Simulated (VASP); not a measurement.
# Sr (P6_3/mmc) in VASP: notebook, part 2 of 2

VASP 6.6.1. Earlier steps stand in the parts before.

## Step 3: Single point, LDA

This run uses another cell than the first one, of 52.91 Å³/atom.

The input, INCAR:

```
SYSTEM = Sr
PREC = Accurate
ENCUT = 500
EDIFF = 1E-6
ISMEAR = 0
SIGMA = 0.1
LREAL = .FALSE.
LASPH = .TRUE.
NELM = 120
ALGO = Normal
ISIF = 2
LWAVE = .FALSE.
LCHARG = .FALSE.
GGA = CA
NBANDS = 17
GGA_COMPAT = .FALSE.
```

The input, KPOINTS:

```
Automatic mesh
0
G
  3 3 2
  0 0 0
```

The input, POSCAR:

```
Sr
1.0
    4.2115100395      0.0000000000      0.0000000000
   -2.1057550198      3.6472746825      0.0000000000
    0.0000000000      0.0000000000      6.8888965797
Sr
2
Direct
    0.3333333333      0.6666666667      0.2500000000
    0.6666666667      0.3333333333      0.7500000000
```

Potentials or basis: VASP PAW LDA potentials, release 64 (Sr_sv).

Started as:

```bash
> cat potpaw_LDA.64/Sr_sv/POTCAR > POTCAR
> mpirun -np 1 vasp_std > vasp.out
```

OUTCAR:

```text
SYSTEM = Sr
   PREC = Accurate
   ENCUT = 500
   EDIFF = 1E-6
   ISMEAR = 0
   LREAL = .FALSE.
   LASPH = .TRUE.
   NELM = 120
   ISIF = 2
   GGA = CA

 ion  position               nearest neighbor table
   1  0.333  0.667  0.250-   2 4.22   2 4.22   2 4.22   2 4.22   2 4.22   2 4.22
   2  0.667  0.333  0.750-   1 4.22   1 4.22   1 4.22   1 4.22   1 4.22   1 4.22

  LATTYP: Found a hexagonal cell.
 ALAT       =     4.2115100395
 C/A-ratio  =     1.6357307747

  Lattice vectors:

 A1 = (   4.2115100395,   0.0000000000,   0.0000000000)
 A2 = (  -2.1057550198,   3.6472746825,   0.0000000000)
 A3 = (   0.0000000000,   0.0000000000,   6.8888965797)

Analysis of symmetry for initial positions (statically):
=====================================================================
 Subroutine PRICEL returns:
 Original cell was already a primitive cell.

 Routine SETGRP: Setting up the symmetry group for a
 hexagonal supercell.

 Subroutine GETGRP returns: Found 24 space group operations
 (whereof 12 operations were pure point group operations)
 out of a pool of 24 trial point group operations.

The static configuration has the point symmetry D_3d.
 The point group associated with its full space group is D_6h.

Analysis of symmetry for dynamics (positions and initial velocities):
=====================================================================
 Subroutine PRICEL returns:
 Original cell was already a primitive cell.

 Routine SETGRP: Setting up the symmetry group for a
 hexagonal supercell.

 Subroutine GETGRP returns: Found 24 space group operations
 (whereof 12 operations were pure point group operations)
 out of a pool of 24 trial point group operations.

The dynamic configuration has the point symmetry D_3d.
 The point group associated with its full space group is D_6h.

 Subroutine INISYM returns: Found 24 space group operations
 (whereof 12 operations are pure point group operations),
 and found     1 'primitive' translations

----------------------------------------------------------------------------------------

                                     Primitive cell

  volume of cell :     105.8171

  direct lattice vectors                    reciprocal lattice vectors
     4.211510040  0.000000000  0.000000000     0.237444525  0.137088660  0.000000000
    -2.105755020  3.647274682  0.000000000     0.000000000  0.274177321  0.000000000
     0.000000000  0.000000000  6.888896580     0.000000000  0.000000000  0.145161128

  length of vectors
     4.211510040  4.211510040  6.888896580     0.274177321  0.274177321  0.145161128

  position of ions in fractional coordinates (direct lattice)
     0.333333333  0.666666667  0.250000000
     0.666666667  0.333333333  0.750000000

  ion indices of the primitive-cell ions
   primitive index   ion index
                 1           1
                 2           2

----------------------------------------------------------------------------------------

 KPOINTS: Automatic mesh

Automatic generation of k-mesh.
 Grid dimensions read from file:
 generate k-points for:    3    3    2

 Generating k-lattice:

  Cartesian coordinates                     Fractional coordinates (reciprocal lattice)
     0.079148175  0.045696220  0.000000000     0.333333333  0.000000000  0.000000000
     0.000000000  0.091392440  0.000000000     0.000000000  0.333333333  0.000000000
     0.000000000  0.000000000  0.072580564     0.000000000  0.000000000  0.500000000

  Length of vectors
     0.091392440  0.091392440  0.072580564

  Shift w.r.t. Gamma in fractional coordinates (k-lattice)
     0.000000000  0.000000000  0.000000000

 Subroutine IBZKPT returns following result:
 ===========================================

 Found      6 irreducible k-points:

 Following reciprocal coordinates:
            Coordinates               Weight
  0.000000  0.000000  0.000000      1.000000
  0.333333  0.000000  0.000000      6.000000
  0.333333  0.333333  0.000000      2.000000
  0.000000  0.000000  0.500000      1.000000
  0.333333  0.000000  0.500000      6.000000
  0.333333  0.333333  0.500000      2.000000
   k-points           NKPTS =      6   k-points in BZ     NKDIM =      6   number of bands    NBANDS=     17
   number of dos      NEDOS =    301   number of ions     NIONS =      2
   total plane-waves  NPLWV =  51200
   dimension x,y,z NGX =    32 NGY =   32 NGZ =   50
   dimension x,y,z NGXF=    64 NGYF=   64 NGZF=  100
   ions per type =               2
   NGX,Y,Z   is equivalent  to a cutoff of  12.63, 12.63, 12.07 a.u.
   NGXF,Y,Z  is equivalent  to a cutoff of  25.26, 25.26, 24.13 a.u.
 SYSTEM =  Sr
   PREC   = accura    normal or accurate (medium, high low for compatibility)
   ISTART =      0    job   : 0-new  1-cont  2-samecut
   ICHARG =      2    charge: 1-file 2-atom 10-const
   ISPIN  =      1    spin polarized calculation?
   LNONCOLLINEAR =      F non collinear calculations
   LSORBIT =      F    spin-orbit coupling
   LASPH  =      T    aspherical Exc in radial PAW
   ENCUT  =  500.0 eV  36.75 Ry    6.06 a.u.   7.68  7.68 12.56*2*pi/ulx,y,z
   NELM   =    120;   NELMIN=  2; NELMDL= -5     # of ELM steps
   EDIFF  = 0.1E-05   stopping-criterion for ELM
   LREAL  =      F    real-space projection
   EDIFFG = 0.1E-04   stopping-criterion for IOM
   NSW    =      0    number of steps for IOM
   IBRION =     -1    ionic relax: 0-MD 1-quasi-New 2-CG
   NFREE  =      0    steps in history (QN), initial steepest desc. (CG)
   ISIF   =      2    stress and relaxation
   ISYM   =      2    0-nonsym 1-usesym 2-fastsym
   POTIM  = 0.5000    time-step for ionic-motion
   TEBEG  =    0.0;   TEEND  =   0.0 temperature during run
   PSTRESS=    0.0 pullay stress
   NELECT =      20.0000    total number of electrons
   NUPDOWN=      -1.0000    fix difference up-down
   EMIN   =  10.00;   EMAX   =-10.00  energy-range for DOS
   EFERMI =   0.00;   METHOD = LEGACY
   ISMEAR =     0;   SIGMA  =   0.10  broadening in eV -4-tet -1-fermi 0-gaus
   EFERMI_NEDOS =   21; number of points for ismear=-14 and -15
   IALGO  =     38    algorithm
   IMIX   =      4    mixing-type and parameters
     AMIX     =   0.40;   BMIX     =  1.00
     AMIX_MAG =   1.60;   BMIX_MAG =  1.00
  volume/ion in A,a.u.               =      52.91       357.04
  Fermi-wavevector in a.u.,A,eV,Ry     =   0.939506  1.775409 12.009472  0.882671
  Thomas-Fermi vector in A             =   2.066825
   LORBIT       =      0    0 simple, 1 ext, 2 COOP (PROOUT), +10 PAW based schemes
   GGA     = CA    functional components
   LHFCALC =     F    Hartree Fock is set to
   AEXX    =    0.0000 exact exchange contribution
   IVDW    =     0    specifies the selected vdW correction
   LEPSILON=     F    determine dielectric tensor
   LRPA    =     F    only Hartree local field effects (RPA)
 non-spin polarized calculation
 Gauss-broadening in eV      SIGMA  =   0.10
  energy-cutoff  :      500.00
  volume of cell :      105.82
 maximum number of plane-waves:      2731
 NGX is ok and might be reduce to    32
   NGX = 15   NGY = 15   NGZ = 25

 number of electron      20.0000001 magnetization

 Free energy of the ion-electron system (eV)
  ---------------------------------------------------
  ext. energy  EPLUGINS =         0.00000000
  ---------------------------------------------------
  free energy    TOTEN  =        -3.51368229 eV

  energy without entropy =       -3.47017998  energy(sigma->0) =       -3.49193113

 E-fermi :   1.5944     XC(G=0):  -7.6715

 val. band max:        1.5793351249   @ k =   0.3333   0.0000   0.0000
 cond. band min:       1.6869186655   @ k =   0.3333   0.3333   0.5000
 fundamental gap:      0.1075835406
 Fermi energy:         1.5943643958

 k-point     1 :       0.0000    0.0000    0.0000
  band No.  band energies     occupation
      1     -34.7763      2.00000
      2     -34.7590      2.00000
      3     -16.9981      2.00000
      4     -16.7816      2.00000
      5     -16.7816      2.00000
      6     -16.7669      2.00000
[... 9 lines left out ...]
     16       4.2571      0.00000
     17       4.7731      0.00000
[... 81 lines left out ...]
 k-point     6 :       0.3333    0.3333    0.5000
  band No.  band energies     occupation
      1     -34.7546      2.00000
      2     -34.7546      2.00000
      3     -16.9407      2.00000
      4     -16.9407      2.00000
      5     -16.8893      2.00000
      6     -16.8893      2.00000
[... 9 lines left out ...]
     16       4.4036      0.00000
     17       5.7687      0.00000

------------------------ aborting loop because EDIFF is reached ----------------------------------------

  FORCE on cell =-STRESS in cart. coord.  units (eV):
  Direction    XX          YY          ZZ          XY          YZ          ZX
  --------------------------------------------------------------------------------------
  -------------------------------------------------------------------------------------
  Total       -0.6786563     -0.6786563     -0.5886552      0.0000000      0.0000000      0.0000000
  in kB      -10.2755361    -10.2755361     -8.9128293      0.0000000      0.0000000      0.0000000
  external PRESSURE =      -9.8213005 kB  Pullay stress =       0.0000000 kB

 VOLUME and BASIS-vectors are now :
 -----------------------------------------------------------------------------
  energy-cutoff  :      500.00
  volume of cell :      105.82
      direct lattice vectors                 reciprocal lattice vectors
     4.211510040  0.000000000  0.000000000     0.237444525  0.137088660  0.000000000
    -2.105755020  3.647274682  0.000000000     0.000000000  0.274177321  0.000000000
     0.000000000  0.000000000  6.888896580     0.000000000  0.000000000  0.145161128

 POSITION                                       TOTAL-FORCE (eV/Angst)
 -----------------------------------------------------------------------------------
     -0.00000      2.43152      1.72222         0.000000     -0.000000      0.000000
      2.10576      1.21576      5.16667        -0.000000      0.000000      0.000000
 -----------------------------------------------------------------------------------
    total drift:                                0.000000     -0.000000      0.000000

  FREE ENERGIE OF THE ION-ELECTRON SYSTEM (eV)
  ---------------------------------------------------
  free  energy   TOTEN  =        -3.5136822869 eV

  energy  without entropy=       -3.4701799802  energy(sigma->0) =       -3.49193113
```

OSZICAR:

```text
N       E                     dE             d eps       ncg     rms          rms(c)
DAV:   1     0.111280343731E+03    0.11128E+03   -0.91517E+03   204   0.960E+02
DAV:   2     0.508569982609E+01   -0.10619E+03   -0.10475E+03   266   0.240E+02
DAV:   3    -0.337401994641E+01   -0.84597E+01   -0.84098E+01   375   0.467E+01
DAV:   4    -0.351637962373E+01   -0.14236E+00   -0.14227E+00   278   0.651E+00
DAV:   5    -0.351995949028E+01   -0.35799E-02   -0.35784E-02   328   0.683E-01    0.172E+01
DAV:   6    -0.351535444968E+01    0.46050E-02   -0.15864E-02   239   0.135E+00    0.974E+00
DAV:   7    -0.351373202282E+01    0.16224E-02   -0.25056E-02   262   0.168E+00    0.500E-01
DAV:   8    -0.351361753218E+01    0.11449E-03   -0.34347E-03   326   0.297E-01    0.167E-01
DAV:   9    -0.351366932933E+01   -0.51797E-04   -0.87687E-05   287   0.600E-02    0.531E-02
DAV:  10    -0.351368212879E+01   -0.12799E-04   -0.11309E-05   295   0.227E-02    0.656E-03
DAV:  11    -0.351368228693E+01   -0.15814E-06   -0.31082E-07   189   0.337E-03
   1 F= -.35136823E+01 E0= -.34919311E+01  d E =-.435023E-01
```

stdout:

```text
POSCAR found type information on POSCAR Sr
 POSCAR found :  1 types and       2 ions
 scaLAPACK will be used
 LDA part: xc-table for (Slater(with rela. corr.)+CA(PZ))
 , standard interpolation
 POSCAR, INCAR and KPOINTS ok, starting setup
 FFT: planning ... GRIDC
 FFT: planning ... GRID_SOFT
 FFT: planning ... GRID
 WAVECAR not read
 entering main loop
```

It took 5.4 s on 1 thread of AMD EPYC 9R45 (Zen 5), shared host; peak memory 0.14 GiB.

What came out:

```yaml
Free_energy: -3.5137 eV
Pressure: -1.0 GPa
Band_gap_on_the_k_mesh: zero (bands 10 and 11 overlap by 0.20 eV)
```

Stress tensor (GPa, compression positive):
```
-1.03  0.00  0.00
 0.00 -1.03  0.00
 0.00  0.00 -0.89
```

Caveat: the k points lie up to 0.57 Å⁻¹ apart.

## Step 4: Single point, PBE

The input, INCAR:

```
PREC = Accurate
ENCUT = 500
EDIFF = 1E-6
ISMEAR = 0
SIGMA = 0.1
LREAL = F
LASPH = T
NELM = 120
ALGO = Normal
ISIF = 2
LWAVE = F
LCHARG = T
GGA = PE
LELF = T
LVHAR = T
NBANDS = 17
GGA_COMPAT = F
```

The input, KPOINTS:

```
Automatic mesh
0
Gamma
  3 3 2
```

The input, POSCAR:

```
Sr
1.0
    4.3100002207      0.0000000000      0.0000000000
   -2.1550001104      3.7325696814      0.0000000000
    0.0000000000      0.0000000000      7.0500000000
Sr
2
Direct
    0.3333333333      0.6666666667      0.2500000000
    0.6666666667      0.3333333333      0.7500000000
```

Potentials or basis: VASP PAW PBE potentials, release 64 (Sr_sv).

Started as:

```bash
> cat potpaw_PBE.64/Sr_sv/POTCAR > POTCAR
> mpirun -np 1 vasp_std > vasp.out
```

Run time: 7.9 s. Hardware: 1 thread of AMD EPYC 9R45 (Zen 5), shared host; peak memory 0.18 GiB.

Results (log left out):

| Item | Value |
| --- | --- |
| Free energy | -3.0327 eV |
| Pressure | -0.2 GPa |
| Band gap on the k mesh | zero (bands 10 and 11 overlap by 0.24 eV) |

Stress tensor (GPa, compression positive):
```
-0.48  0.00  0.00
 0.00 -0.48  0.00
 0.00  0.00  0.23
```

Levels at points of the mesh, in eV from the Fermi level:
```csv
k point,band 8,band 9,band 10,band 11,band 12,band 13
"(0.00, 0.00, 0.00)",-18.59,-3.65,-1.16,-0.03,2.23,2.23
"(0.00, 0.00, 0.50)",-18.61,-2.73,-2.73,1.22,1.22,2.23
```

Caveat: the k points lie up to 0.56 Å⁻¹ apart.
